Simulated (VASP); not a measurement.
A run of VASP 6.6.1 is set up as follows.

File POSCAR:

```
BaTiO3
1.0
    2.8399983119      1.6396737899      2.2686398683
   -2.8399983119      1.6396737899      2.2686398683
    0.0000000000     -3.2793475798      2.2686398683
Ba Ti O
1 1 3
Direct
   -0.0010987916     -0.0010987916     -0.0010987916
    0.4881013615      0.4881013615      0.4881013615
    0.5081631521      0.5081631521      0.0158711260
    0.0158711260      0.5081631521      0.5081631521
    0.5081631521      0.0158711260      0.5081631521
```

Contents of INCAR.step1:

```
SYSTEM = BaTiO3
  ALGO = Normal
  EDIFF = 1E-4
  ENCUT = 520
  GGA = PE
  ISMEAR = 0
  LASPH = .TRUE.
  LCHARG = .FALSE.
  LREAL = .FALSE.
  LWAVE = .TRUE.
  NBANDS = 28
  NELM = 80
  PREC = Accurate
  SIGMA = 0.01
```

The input INCAR.step2:

```
SYSTEM = BaTiO3
  ALGO = Normal
  EDIFF = 1E-6
  ENCUT = 520
  ISIF = 2
  ISMEAR = 0
  ISTART = 1
  LASPH = .TRUE.
  LCHARG = .TRUE.
  LELF = .TRUE.
  LMIXTAU = .TRUE.
  LREAL = .FALSE.
  LVHAR = .TRUE.
  LWAVE = .FALSE.
  METAGGA = R2SCAN
  NBANDS = 28
  NELM = 80
  PREC = Accurate
  SIGMA = 0.01
```

The input KPOINTS:

```
k-points
0
G
  6 6 6
  0 0 0
```

Potentials or basis: VASP PAW PBE potentials, release 64 (Ba_sv, Ti_sv, O).

Run with:

```console
$ cat potpaw_PBE.64/Ba_sv/POTCAR potpaw_PBE.64/Ti_sv/POTCAR potpaw_PBE.64/O/POTCAR > POTCAR
$ cp INCAR.step1 INCAR
$ mpirun -np 1 vasp_std > vasp.out
$ cp INCAR.step2 INCAR
$ mpirun -np 1 vasp_std > vasp.out
```

**Question.** What does it give for the pressure?

**Answer.** 5.3 GPa.

**Question.** Predict the largest force.

**Answer.** 0.147 eV/Å.

**Question.** What does it give for the band gap on the k mesh?

**Answer.** 2.62 eV (least direct gap 2.98 eV).

Stress tensor (GPa, compression positive):
```
3.20 0.00 0.00
0.00 3.20 0.00
0.00 0.00 9.60
```

Caveat: the cell differs from its parent crystal (uniaxial z strain -2.7%); the cell stands under pressure; the PAW data sets were made with another functional, which shifts forces and pressure a little; spin-orbit coupling is left out, which moves the levels of the heavy elements. A k mesh can miss the band edges.
